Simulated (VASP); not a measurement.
Here is a VASP 6.6.1 calculation.

Contents of INCAR:

```
SYSTEM = AgCl
PREC = Accurate
ENCUT = 520
EDIFF = 1E-6
ISMEAR = 0
SIGMA = 0.05
LREAL = .FALSE.
LASPH = .TRUE.
NELM = 60
ALGO = Normal
ISIF = 2
LWAVE = .FALSE.
LCHARG = .FALSE.
GGA = PE
NBANDS = 16
```

The input KPOINTS:

```
Automatic mesh
0
G
  10 10 10
  0 0 0
```

File POSCAR:

```
AgCl
1.0
    0.0000000000      2.8111430773      2.6986973542
    2.8111430773      0.0000000000      2.6986973542
    2.8111430773      2.8111430773      0.0000000000
Ag Cl
1 1
Direct
    0.5000000000      0.5000000000      0.5000000000
    0.0000000000      0.0000000000      0.0000000000
```

Potentials or basis: VASP PAW PBE potentials, release 64 (Ag, Cl).

The run is started by

```sh
$ cat potpaw_PBE.64/Ag/POTCAR potpaw_PBE.64/Cl/POTCAR > POTCAR
$ mpirun -np 1 vasp_std > vasp.out
```

Q: Estimate the band gap on the k mesh.

A: 0.80 eV (least direct gap 3.13 eV).

Q: Estimate the pressure.

A: 1.6 GPa.

Stress tensor (GPa, compression positive):
```
1.28 0.00 0.00
0.00 1.28 0.00
0.00 0.00 2.31
```

Caveat: semilocal functionals underestimate gaps, and a narrow one can read as zero. A k mesh can miss the band edges.
